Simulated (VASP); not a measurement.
Set up this calculation in VASP 6.6.1, as the native input.

```yaml
Task: single point
Functional: PBEsol
Potentials_or_basis: VASP PAW PBE potentials, release 64 (Cu, O)
Cutoff: 520 eV
k_mesh: 9 × 9 × 5
Occupations: fermi-dirac, width 0.05 eV
Spin: no spin polarisation
Dipole_correction: no
Further_INCAR_settings: ALGO = Normal; EDIFF = 1e-06; NBANDS = 25
```

The structure of CuO lies in POSCAR:

```
CuO
1.0
    2.8938346646     -0.0180293823     -0.0039203860
    0.0212392604      2.8936780473     -0.0038723014
    0.0104270126      0.0103571128      5.0873878555
Cu O
2 2
Direct
    0.0000000000      0.5000000000      0.0000000000
    0.5000000000      0.0000000000      0.5000000000
    0.9997453289      0.0002551423      0.7500020483
    0.0002546711      0.9997448577      0.2499979517
```

One way to write it, as run:

INCAR

```
SYSTEM = CuO
PREC = Accurate
ENCUT = 520
EDIFF = 1E-6
ISMEAR = -1
SIGMA = 0.05
LREAL = .False.
LASPH = .True.
NELM = 80
ALGO = Normal
ISIF = 2
LWAVE = .False.
LCHARG = .True.
GGA = PS
LELF = .True.
LVHAR = .True.
NBANDS = 25
```

KPOINTS

```
Automatic mesh
0
Gamma
  9 9 5
  0 0 0
```

Potentials or basis: VASP PAW PBE potentials, release 64 (Cu, O).

Command:

```sh
$ cat potpaw_PBE.64/Cu/POTCAR potpaw_PBE.64/O/POTCAR > POTCAR
$ mpirun -np 1 vasp_std > vasp.out
```

It gave:

| Item | Value |
| --- | --- |
| Pressure | 1.0 GPa |
| Band gap on the k mesh | zero (band 17 reaches 5.94 eV, above the bottom of band 18 at 4.94 eV) |

Caveat: the PAW data sets were made with another functional, which shifts forces and pressure a little; semilocal functionals often make such compounds metallic where correlation or magnetic order opens a gap, which also shifts bond lengths.

It took 6.7 min on 1 thread of Intel Xeon 8259CL, with other jobs on the host, peak memory 0.3 GiB.
